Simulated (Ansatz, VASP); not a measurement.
# Two plane-wave programs on Y

POSCAR

```
Y
1.0
   -2.0882516321      2.0882516321      2.0882516321
    2.0882516321     -2.0882516321      2.0882516321
    2.0882516321      2.0882516321     -2.0882516321
Y
1
Direct
    0.0000000000      0.0000000000      0.0000000000
```

INCAR.step1

```
PREC = Accurate
ENCUT = 520
ISMEAR = -1
SIGMA = 0.1
LREAL = F
LASPH = T
NELM = 60
NBANDS = 12
GGA = PE
ALGO = Normal
EDIFF = 1E-4
LWAVE = T
LCHARG = F
```

Contents of INCAR.step2:

```
PREC = Accurate
ENCUT = 520
EDIFF = 1E-6
ISMEAR = -1
SIGMA = 0.1
LREAL = F
LASPH = T
NELM = 60
ALGO = Normal
ISIF = 2
LWAVE = F
LCHARG = F
METAGGA = R2SCAN
LMIXTAU = T
NBANDS = 12
ISTART = 1
```

KPOINTS

```
Automatic mesh
0
Gamma
  12 12 12
```

Input for Ansatz:

```yaml
crystal:
  lattice:
    - [-2.0882516321, 2.0882516321, 2.0882516321]
    - [2.0882516321, -2.0882516321, 2.0882516321]
    - [2.0882516321, 2.0882516321, -2.0882516321]
  atoms:
    - { symbol: "Y", position: [0.0, 0.0, 0.0] }
hamiltonian:
  xc: r2scan
  pseudopotentials:
    kind: paw
    azcp:
      "Y": "pseudopotentials/Y.paw.azcp"
basis:
  ecutwfc: 500
  fft_grid_basis: typed
kpoints:
  mp_grid: { grid: [12, 12, 12], shift: [0, 0, 0] }
magnetization:
  spin_polarized: false
scf:
  occupations: { method: fermi_dirac, width: 0.1 }
  lower_state_search: "off"
output:
  stress: true
```

Alike in both runs: task single point; functional r2SCAN; k mesh 12 × 12 × 12; occupations fermi-dirac, width 0.1 eV; no spin polarisation.

```csv
,VASP,Ansatz
version,VASP 6.6.1,Ansatz 0.2.0
potentials or method,"VASP PAW PBE potentials, release 64 (Y_sv), cutoff 520 eV","plane waves (500 eV) with PAW, scalar-relativistic"
valence electrons in the cell,11,11
```

```csv
,VASP,Ansatz,Ansatz less VASP
pressure (GPa),-2.6,-2.7,-0.10
```

VASP's potentials were made for PBE, not for r2SCAN.
